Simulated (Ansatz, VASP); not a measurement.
**Mo: VASP beside Ansatz**

```
Mo
1.0
     2.75640    0.00000    0.00000
    -1.37820    2.38711    0.00000
     0.00000    0.00000    4.89844
Mo
2
Direct
  0.33333 0.66667 0.25000
  0.66667 0.33333 0.75000
```

Alike in both runs: functional PBE; k mesh 17 × 17 × 9; occupations fermi-dirac, width 0.05 eV; no spin polarisation.

Ansatz relaxed the structure, and its values are those at the end. VASP's run is a single point on that final structure, the one shown.

```csv
,VASP,Ansatz
version,VASP 6.6.1,Ansatz 0.2.0
potentials or method,"VASP PAW PBE potentials, release 64 (Mo_sv), cutoff 520 eV","all-electron LAPW, scalar-relativistic"
```

|  | VASP | Ansatz | Ansatz less VASP |
| --- | --- | --- | --- |
| pressure (GPa) | 0.4 | 0.0 | -0.44 |

Ansatz ran all-electron here, and VASP with PAW potentials.
